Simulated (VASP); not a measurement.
# HfBe2Si2 (I4/mmm) in VASP: notebook, part 2 of 2

VASP 6.6.1. The steps go on from the part before.

## 3. Single point, PBE

This run uses another cell than the first one, of 12.70 Å³/atom.

Contents of INCAR:

```
SYSTEM = HfBe2Si2
ALGO     = Normal         ! electronic algorithm
EDIFF    = 1E-6           ! SCF threshold, eV
ENCUT    = 520            ! plane-wave cutoff, eV
GGA      = PE             ! functional
ISIF     = 2              ! what is computed and relaxed
ISMEAR   = 0              ! smearing method
LASPH    = .True.         ! aspherical terms in the spheres
LCHARG   = .False.        ! write CHGCAR
LREAL    = .False.        ! projectors in reciprocal space
LWAVE    = .False.        ! write WAVECAR
NBANDS   = 19             ! bands
NELM     = 100            ! most SCF steps
PREC     = Accurate       ! precision mode
SIGMA    = 0.1            ! smearing width, eV
```

Contents of KPOINTS:

```
k-points
0
Gamma
  6 6 6
  0 0 0
```

Contents of POSCAR:

```
HfBe2Si2
1.0
   -1.8203383439      1.8203383439      4.7898375442
    1.8203383439     -1.8203383439      4.7898375442
    1.8203383439      1.8203383439     -4.7898375442
Hf Be Si
1 2 2
Direct
    0.0000000000      0.0000000000      0.0000000000
    0.3957213729      0.3957213729      0.0000000000
    0.6042786271      0.6042786271      0.0000000000
    0.7500000000      0.2500000000      0.5000000000
    0.2500000000      0.7500000000      0.5000000000
```

Potentials or basis: VASP PAW PBE potentials, release 64 (Hf_pv, Be, Si).

The run is started by

```console
$ cat potpaw_PBE.64/Hf_pv/POTCAR potpaw_PBE.64/Be/POTCAR potpaw_PBE.64/Si/POTCAR > POTCAR
$ mpirun -np 1 vasp_std > vasp.out
```

OUTCAR:

```text
SYSTEM = HfBe2Si2
   EDIFF = 1E-6
   ENCUT = 520
   GGA = PE
   ISIF = 2
   ISMEAR = 0
   LASPH = .True.
   LREAL = .False.
   NELM = 100
   PREC = Accurate

 ion  position               nearest neighbor table
   1  0.000  0.000  0.000-   3 2.76   3 2.76   3 2.76   2 2.76   3 2.76   2 2.76   2 2.76   2 2.76
                             5 3.01   4 3.01   5 3.01   4 3.01   4 3.01   4 3.01   5 3.01   5 3.01
   2  0.396  0.396  0.000-   3 2.00   4 2.29   5 2.29   5 2.29   4 2.29   1 2.76   1 2.76   1 2.76
                             1 2.76
   3  0.604  0.604  0.000-   2 2.00   4 2.29   5 2.29   4 2.29   5 2.29   1 2.76   1 2.76   1 2.76
                             1 2.76
   4  0.750  0.250  0.500-   3 2.29   2 2.29   2 2.29   3 2.29   5 2.57   5 2.57   5 2.57   5 2.57
                             1 3.01   1 3.01   1 3.01   1 3.01
   5  0.250  0.750  0.500-   3 2.29   2 2.29   2 2.29   3 2.29   4 2.57   4 2.57   4 2.57   4 2.57
                             1 3.01   1 3.01   1 3.01   1 3.01

  LATTYP: Found a body centered tetragonal cell.
 ALAT       =     3.6406766878
 C/A-ratio  =     2.6312897052

  Lattice vectors:

 A1 = (  -1.8203383439,   1.8203383439,   4.7898375442)
[... 187 lines left out ...]
 fundamental gap:      0.0176565266
 Fermi energy:         8.6092340351

 k-point     1 :       0.0000    0.0000    0.0000
  band No.  band energies     occupation
      1     -22.7847      2.00000
      2     -22.6288      2.00000
      3     -22.6288      2.00000
      4      -5.0424      2.00000
      5       2.5253      2.00000
      6       2.6870      2.00000
[... 505 lines left out ...]
      6       2.0907      2.00000
[... 11 lines left out ...]
     18      13.5551      0.00000
     19      13.8909      0.00000

 [... further k-points ...]

------------------------ aborting loop because EDIFF is reached ----------------------------------------

  FORCE on cell =-STRESS in cart. coord.  units (eV):
  Direction    XX          YY          ZZ          XY          YZ          ZX
  --------------------------------------------------------------------------------------
  -------------------------------------------------------------------------------------
  Total       -0.0419651     -0.0419651     -0.1236339      0.0000000      0.0000000      0.0000000
  in kB       -1.0590427     -1.0590427     -3.1200620      0.0000000      0.0000000      0.0000000
  external PRESSURE =      -1.7460491 kB  Pullay stress =       0.0000000 kB

 VOLUME and BASIS-vectors are now :
 -----------------------------------------------------------------------------
  energy-cutoff  :      520.00
  volume of cell :       63.49
      direct lattice vectors                 reciprocal lattice vectors
    -1.820338344  1.820338344  4.789837544     0.000000000  0.274674212  0.104387674
     1.820338344 -1.820338344  4.789837544     0.274674212  0.000000000  0.104387674
     1.820338344  1.820338344 -4.789837544     0.274674212  0.274674212  0.000000000

 POSITION                                       TOTAL-FORCE (eV/Angst)
 -----------------------------------------------------------------------------------
      0.00000      0.00000      0.00000        -0.000000     -0.000000     -0.000000
      0.00000      0.00000      3.79088         0.000000      0.000000     -0.001215
      0.00000      0.00000      5.78879         0.000000      0.000000      0.001215
     -0.00000      1.82034      2.39492        -0.000000     -0.000000     -0.000000
      1.82034     -0.00000      2.39492        -0.000000     -0.000000     -0.000000
 -----------------------------------------------------------------------------------
    total drift:                               -0.000000     -0.000000     -0.000000

  FREE ENERGIE OF THE ION-ELECTRON SYSTEM (eV)
  ---------------------------------------------------
  free  energy   TOTEN  =       -28.5750915660 eV

  energy  without entropy=      -28.5618166689  energy(sigma->0) =      -28.56845412
```

Run time: 62 s. Hardware: 1 thread of Oxide Virtual Turin-like, shared host; peak memory 0.22 GiB.

Results:

```yaml
Free_energy: -28.5751 eV
Pressure: -0.2 GPa
Band_gap_on_the_k_mesh: zero (bands 11 and 12 overlap by 1.09 eV)
```

Caveat: spin-orbit coupling is left out, which moves the levels of the heavy elements.

The gap in the log of VASP goes by the Fermi energy; the results here count the filled bands.